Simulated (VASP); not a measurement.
# Bi2Te3 in VASP: single point with PBEsol

Aim: the single point of Bi2Te3 with PBEsol.

Program: VASP 6.6.1. These are calculated values, not measurements. Logs are shortened: lines on timing, memory, paths and dates and some standing lists are left out, and cuts for length are marked.

## 1. The cell of the first run

The cell holds a slab with vacuum, 15 atoms: a = 4.382 Å, b = 10.410 Å, c = 25.507 Å, α = 90.00°, β = 90.00°, γ = 102.15°.

## 2. Single point, PBEsol

Input file INCAR:

```
SYSTEM = Bi2Te3
ALGO = Normal
DIPOL = 0.5 0.5 0.499
EDIFF = 1E-6
ENCUT = 520
GGA = PS
IDIPOL = 3
ISIF = 2
ISMEAR = 0
ISYM = 0
KPAR = 4
LASPH = .True.
LCHARG = .False.
LDIPOL = .True.
LREAL = Auto
LWAVE = .False.
NBANDS = 85
NELM = 80
PREC = Accurate
SIGMA = 0.05
```

Input file KPOINTS:

```
k-points
0
Gamma
  8 4 1
  0 0 0
```

Input file POSCAR:

```
Bi2Te3
1.0
    4.3823078114      0.0000000000      0.0000000000
   -2.1911539057     10.1769341258      0.0000000000
    0.0000000000      0.0000000000     25.5066505766
Te Bi
9 6
Direct
    0.6877854463      0.3755238496      0.2862383377
    0.8308630063      0.6617180348      0.3816246589
    0.5194967725      0.0389451457      0.4079738304
    0.2177758990      0.4355628409      0.4366400849
    0.3534791653      0.7068991435      0.5288826623
    0.0502141532      0.1004814908      0.5545809974
    0.7396061696      0.4792075669      0.5864256040
    0.8795425104      0.7591505343      0.6778938877
    0.5711264317      0.1422646429      0.7020917249
    0.4128715361      0.8257206581      0.3348394368
    0.1261689283      0.2522855546      0.3456077500
    0.9274692646      0.8548715037      0.4741968093
    0.6445066628      0.2890531387      0.5015379865
    0.4523558675      0.9047770104      0.6271803830
    0.1430177251      0.2860979628      0.6432711344
```

Potentials or basis: VASP PAW PBE potentials, release 64 (Te, Bi_d).

Command:

```
cat potpaw_PBE.64/Te/POTCAR potpaw_PBE.64/Bi_d/POTCAR > POTCAR
mpirun -np 4 vasp_std > vasp.out
```

OUTCAR:

```text
SYSTEM = Bi2Te3
   EDIFF = 1E-6
   ENCUT = 520
   GGA = PS
   ISIF = 2
   ISMEAR = 0
   ISYM = 0
   LASPH = .True.
   LREAL = Auto
   NELM = 80
   PREC = Accurate

 ion  position               nearest neighbor table
   1  0.688  0.376  0.286-  11 2.94  11 2.94
   2  0.831  0.662  0.382-  10 3.00  10 3.00  12 3.07   4 3.47   4 3.47
   3  0.519  0.039  0.408-  10 2.86  12 3.34  12 3.34  11 3.47  11 3.47  13 3.49
   4  0.218  0.436  0.437-  11 2.98  13 3.12  13 3.12   2 3.47   2 3.47   5 3.63
   5  0.353  0.707  0.529-  12 3.00  12 3.00  14 3.22   7 3.51   7 3.51   4 3.63
   6  0.050  0.100  0.555-  15 2.95  13 3.21  13 3.21  12 3.23  14 3.49  14 3.49
   7  0.740  0.479  0.586-  13 2.90  15 3.28  15 3.28   5 3.51   5 3.51   8 3.68
   8  0.880  0.759  0.678-  14 2.94  14 2.94   7 3.68
   9  0.571  0.142  0.702-  15 3.03  15 3.03  14 3.08
  10  0.413  0.826  0.335-   3 2.86   2 3.00   2 3.00
  11  0.126  0.252  0.346-   1 2.94   1 2.94   4 2.98   3 3.47   3 3.47
  12  0.927  0.855  0.474-   5 3.00   5 3.00   2 3.07   6 3.23   3 3.34   3 3.34
  13  0.645  0.289  0.502-   7 2.90   4 3.12   4 3.12   6 3.21   6 3.21   3 3.49
  14  0.452  0.905  0.627-   8 2.94   8 2.94   9 3.08   5 3.22   6 3.49   6 3.49
  15  0.143  0.286  0.643-   6 2.95   9 3.03   9 3.03   7 3.28   7 3.28

IMPORTANT INFORMATION: All symmetrisations will be switched off!
NOSYMM: (Re-)initialisation of all symmetry stuff for point group C_1.

----------------------------------------------------------------------------------------

                                     Primitive cell

  volume of cell :    1137.5573

  direct lattice vectors                    reciprocal lattice vectors
     4.382307811  0.000000000  0.000000000     0.228190269  0.049130710  0.000000000
    -2.191153906 10.176934126  0.000000000     0.000000000  0.098261420  0.000000000
     0.000000000  0.000000000 25.506650577     0.000000000  0.000000000  0.039205461

  length of vectors
     4.382307811 10.410146187 25.506650577     0.233419420  0.098261420  0.039205461

  position of ions in fractional coordinates (direct lattice)
     0.687785446  0.375523850  0.286238338
     0.830863006  0.661718035  0.381624659
     0.519496772  0.038945146  0.407973830
     0.217775899  0.435562841  0.436640085
     0.353479165  0.706899144  0.528882662
     0.050214153  0.100481491  0.554580997
     0.739606170  0.479207567  0.586425604
     0.879542510  0.759150534  0.677893888
     0.571126432  0.142264643  0.702091725
     0.412871536  0.825720658  0.334839437
     0.126168928  0.252285555  0.345607750
     0.927469265  0.854871504  0.474196809
     0.644506663  0.289053139  0.501537986
     0.452355868  0.904777010  0.627180383
     0.143017725  0.286097963  0.643271134

  ion indices of the primitive-cell ions
   primitive index   ion index
                 1           1
                 2           2
                 3           3
                 4           4
                 5           5
                 6           6
                 7           7
                 8           8
                 9           9
                10          10
                11          11
                12          12
                13          13
                14          14
                15          15

----------------------------------------------------------------------------------------

 KPOINTS: k-points

Automatic generation of k-mesh.
 Grid dimensions read from file:
 generate k-points for:    8    4    1

 Generating k-lattice:

  Cartesian coordinates                     Fractional coordinates (reciprocal lattice)
     0.028523784  0.006141339  0.000000000     0.125000000  0.000000000  0.000000000
     0.000000000  0.024565355  0.000000000     0.000000000  0.250000000  0.000000000
     0.000000000  0.000000000  0.039205461     0.000000000  0.000000000  1.000000000

  Length of vectors
     0.029177428  0.024565355  0.039205461

  Shift w.r.t. Gamma in fractional coordinates (k-lattice)
     0.000000000  0.000000000  0.000000000

 -----------------------------------------------------------------------------
|                                                                             |
|           W    W    AA    RRRRR   N    N  II  N    N   GGGG   !!!           |
|           W    W   A  A   R    R  NN   N  II  NN   N  G    G  !!!           |
|           W    W  A    A  R    R  N N  N  II  N N  N  G       !!!           |
|           W WW W  AAAAAA  RRRRR   N  N N  II  N  N N  G  GGG   !            |
|           WW  WW  A    A  R   R   N   NN  II  N   NN  G    G                |
|           W    W  A    A  R    R  N    N  II  N    N   GGGG   !!!           |
|                                                                             |
|     Your reciprocal lattice and k-lattice belong to different lattice       |
|     classes:                                                                |
|                                                                             |
|        The reciprocal lattice is base centered orthorhombic,                |
|        whereas your k-lattice is simple monoclinic.                         |
|                                                                             |
|     Results are often still useful ...                                      |
|                                                                             |
 -----------------------------------------------------------------------------

 WARNING: IBZKPT: internal override: KBLOWUP is changed to .FALSE.
      ... skipping the blow-up phase ...

 Subroutine IBZKPT returns following result:
 ===========================================

 Found     18 irreducible k-points:

 Following reciprocal coordinates:
            Coordinates               Weight
  0.000000  0.000000  0.000000      1.000000
  0.125000  0.000000  0.000000      2.000000
  0.250000  0.000000  0.000000      2.000000
  0.375000 -0.000000  0.000000      2.000000
  0.500000  0.000000  0.000000      1.000000
  0.000000  0.250000  0.000000      2.000000
[... 10 lines left out ...]
  0.375000  0.500000  0.000000      2.000000
  0.500000  0.500000  0.000000      1.000000
   k-points           NKPTS =     18   k-points in BZ     NKDIM =     18   number of bands    NBANDS=     85
   number of dos      NEDOS =    301   number of ions     NIONS =     15
   total plane-waves  NPLWV = 552960
   dimension x,y,z NGX =    36 NGY =   80 NGZ =  192
   dimension x,y,z NGXF=    72 NGYF=  160 NGZF=  384
   ions per type =               9   6
   NGX,Y,Z   is equivalent  to a cutoff of  13.66, 12.78, 12.51 a.u.
   NGXF,Y,Z  is equivalent  to a cutoff of  27.31, 25.55, 25.03 a.u.
 SYSTEM =  Bi2Te3
   PREC   = accura    normal or accurate (medium, high low for compatibility)
   ISTART =      0    job   : 0-new  1-cont  2-samecut
   ICHARG =      2    charge: 1-file 2-atom 10-const
   ISPIN  =      1    spin polarized calculation?
   LNONCOLLINEAR =      F non collinear calculations
   LSORBIT =      F    spin-orbit coupling
   LASPH  =      T    aspherical Exc in radial PAW
   ENCUT  =  520.0 eV  38.22 Ry    6.18 a.u.   8.15 19.36 47.43*2*pi/ulx,y,z
   NELM   =     80;   NELMIN=  2; NELMDL= -5     # of ELM steps
   EDIFF  = 0.1E-05   stopping-criterion for ELM
   LREAL  =      T    real-space projection
   EDIFFG = 0.1E-04   stopping-criterion for IOM
   NSW    =      0    number of steps for IOM
   IBRION =     -1    ionic relax: 0-MD 1-quasi-New 2-CG
   NFREE  =      0    steps in history (QN), initial steepest desc. (CG)
   ISIF   =      2    stress and relaxation
   ISYM   =      0    0-nonsym 1-usesym 2-fastsym
   POTIM  = 0.5000    time-step for ionic-motion
   TEBEG  =    0.0;   TEEND  =   0.0 temperature during run
   PSTRESS=    0.0 pullay stress
   NELECT =     144.0000    total number of electrons
   NUPDOWN=      -1.0000    fix difference up-down
   EMIN   =  10.00;   EMAX   =-10.00  energy-range for DOS
   EFERMI =   0.00;   METHOD = LEGACY
   ISMEAR =     0;   SIGMA  =   0.05  broadening in eV -4-tet -1-fermi 0-gaus
   EFERMI_NEDOS =   21; number of points for ismear=-14 and -15
   IALGO  =     38    algorithm
   IMIX   =      4    mixing-type and parameters
     AMIX     =   0.40;   BMIX     =  1.00
     AMIX_MAG =   1.60;   BMIX_MAG =  1.00
  volume/ion in A,a.u.               =      75.84       511.77
  Fermi-wavevector in a.u.,A,eV,Ry     =   0.821999  1.553353  9.193214  0.675682
  Thomas-Fermi vector in A             =   1.933257
   LORBIT       =      0    0 simple, 1 ext, 2 COOP (PROOUT), +10 PAW based schemes
   GGA     = PS    functional components
   LHFCALC =     F    Hartree Fock is set to
   AEXX    =    0.0000 exact exchange contribution
   IVDW    =     0    specifies the selected vdW correction
   LEPSILON=     F    determine dielectric tensor
   LRPA    =     F    only Hartree local field effects (RPA)
 non-spin polarized calculation
 Gauss-broadening in eV      SIGMA  =   0.05
  energy-cutoff  :      520.00
  volume of cell :     1137.56
 maximum number of plane-waves:     30702
 NGX is ok and might be reduce to    36
   NGX = 17   NGY = 39   NGZ = 95

 dipolmoment           0.000000      0.000000     -0.470549 electrons x Angstroem

 number of electron     144.0000002 magnetization

 dipolmoment           0.000000      0.000000      0.126843 electrons x Angstroem

 Free energy of the ion-electron system (eV)
  ---------------------------------------------------
  ext. energy  EPLUGINS =         0.00000000
  ---------------------------------------------------
  free energy    TOTEN  =       -58.29417192 eV

  energy without entropy =      -58.29417188  energy(sigma->0) =      -58.29417190

 E-fermi :   0.0564     XC(G=0):  -4.7815

 val. band max:       -0.1143116524   @ k =   0.1250   0.5000   0.0000
 cond. band min:       0.2214194032   @ k =   0.0000   0.0000   0.0000
 fundamental gap:      0.3357310556
 Fermi energy:         0.0564370793

 k-point     1 :       0.0000    0.0000    0.0000
  band No.  band energies     occupation
      1     -23.2995      2.00000
      2     -23.2801      2.00000
      3     -23.2550      2.00000
      4     -23.2442      2.00000
      5     -23.2318      2.00000
      6     -23.0796      2.00000
[... 76 lines left out ...]
     83       2.0577      0.00000
     84       2.1665      0.00000

 k-point     2 :       0.1250    0.0000    0.0000
  band No.  band energies     occupation
      1     -23.2981      2.00000
      2     -23.2812      2.00000
      3     -23.2547      2.00000
      4     -23.2450      2.00000
      5     -23.2312      2.00000
      6     -23.0787      2.00000
[... 1381 lines left out ...]
     83       2.7466      0.00000
     84       2.8319      0.00000

 k-point    18 :       0.5000    0.5000    0.0000
  band No.  band energies     occupation
      1     -23.2897      2.00000
      2     -23.2882      2.00000
      3     -23.2529      2.00000
      4     -23.2492      2.00000
      5     -23.2273      2.00000
      6     -23.0737      2.00000
[... 76 lines left out ...]
     83       2.6729      0.00000
     84       2.8331      0.00000
 [bands above 84 left out]

------------------------ aborting loop because EDIFF is reached ----------------------------------------

 vacuum level on the upper side and lower side of the slab       (xc-potential included)         0.172        -0.335

  FORCE on cell =-STRESS in cart. coord.  units (eV):
  Direction    XX          YY          ZZ          XY          YZ          ZX
  --------------------------------------------------------------------------------------
  -------------------------------------------------------------------------------------
  Total       -3.3223170     -2.4972459      0.0705978      0.0075732      0.0292596      0.0096187
  in kB       -4.6792729     -3.5172125      0.0994325      0.0106664      0.0412102      0.0135473
  external PRESSURE =      -2.6990176 kB  Pullay stress =       0.0000000 kB

 VOLUME and BASIS-vectors are now :
 -----------------------------------------------------------------------------
  energy-cutoff  :      520.00
  volume of cell :     1137.56
      direct lattice vectors                 reciprocal lattice vectors
     4.382307811  0.000000000  0.000000000     0.228190269  0.049130710  0.000000000
    -2.191153906 10.176934126  0.000000000     0.000000000  0.098261420  0.000000000
     0.000000000  0.000000000 25.506650577     0.000000000  0.000000000  0.039205461

 POSITION                                       TOTAL-FORCE (eV/Angst)
 -----------------------------------------------------------------------------------
      2.19126      3.82168      7.30098        -0.003677      0.004042     -0.019690
      2.19117      6.73426      9.73397         0.000056     -0.018007     -0.004879
      2.19126      0.39634     10.40605        -0.000555      0.001862      0.007083
     -0.00002      4.43269     11.13723        -0.000907      0.032603     -0.006405
      0.00013      7.19407     13.49003         0.002243     -0.003338     -0.000213
     -0.00012      1.02259     14.14550         0.003656     -0.025598     -0.009004
      2.19116      4.87686     14.95775        -0.003658      0.008286     -0.000751
      2.19101      7.72582     17.29080        -0.003091     -0.006065      0.015276
      2.19113      1.44782     17.90801        -0.004976     -0.010615      0.007985
      0.00005      8.40330      8.54063         0.012511     -0.000433     -0.018404
      0.00011      2.56749      8.81530        -0.006691     -0.021517      0.011649
      2.19130      8.69997     12.09517         0.013673      0.017933      0.006415
      2.19107      2.94167     12.79255        -0.000302      0.000202      0.012294
     -0.00014      9.20786     15.99727         0.004893     -0.001108     -0.011852
     -0.00014      2.91160     16.40769        -0.013173      0.021753      0.010494
 -----------------------------------------------------------------------------------
    total drift:                               -0.011110     -0.006702      0.010267

  FREE ENERGIE OF THE ION-ELECTRON SYSTEM (eV)
  ---------------------------------------------------
  free  energy   TOTEN  =       -58.2941719161 eV

  energy  without entropy=      -58.2941718825  energy(sigma->0) =      -58.29417190

 vacuum level on the upper side and lower side of the slab         5.043         4.526
```

It took 32 min on 4 MPI ranks of Intel Xeon Platinum 8259CL at 2.50GHz (Skylake/Cascade Lake), shared host; peak memory 1.7 GiB.

Results:

| Item | Value |
| --- | --- |
| Free energy | -58.2942 eV |
| Largest force | 0.033 eV/Å |
| Band gap on the k mesh | 0.34 eV (least direct gap 0.44 eV) |

Forces on the atoms (eV/Å):
```
Te  -0.004  0.004 -0.020
Te   0.000 -0.018 -0.005
Te  -0.001  0.002  0.007
Te  -0.001  0.033 -0.006
Te   0.002 -0.003  0.000
Te   0.004 -0.026 -0.009
Te  -0.004  0.008 -0.001
Te  -0.003 -0.006  0.015
Te  -0.005 -0.011  0.008
Bi   0.013  0.000 -0.018
Bi  -0.007 -0.022  0.012
Bi   0.014  0.018  0.006
Bi   0.000  0.000  0.012
Bi   0.005 -0.001 -0.012
Bi  -0.013  0.022  0.010
```

Levels at points of the mesh, in eV from the valence-band top:
| k point | band 68 | band 69 | band 70 | band 71 | band 72 | band 73 | band 74 | band 75 | band 76 | band 77 |
| --- | --- | --- | --- | --- | --- | --- | --- | --- | --- | --- |
| (0.00, 0.00, 0.00) | -0.62 | -0.49 | -0.31 | -0.21 | -0.11 | 0.34 | 0.66 | 0.87 | 1.18 | 1.38 |
| (0.50, 0.00, 0.00) | -0.74 | -0.70 | -0.60 | -0.53 | -0.31 | 0.96 | 1.11 | 1.22 | 1.49 | 1.66 |
| (0.00, 0.50, 0.00) | -0.65 | -0.54 | -0.48 | -0.43 | -0.07 | 0.56 | 0.71 | 0.97 | 1.41 | 1.48 |
| (0.50, 0.50, 0.00) | -0.74 | -0.70 | -0.60 | -0.53 | -0.31 | 0.96 | 1.11 | 1.22 | 1.49 | 1.66 |

Caveat: the PAW data sets were made with another functional, which shifts forces and pressure a little; spin-orbit coupling is left out, which moves the levels of the heavy elements.
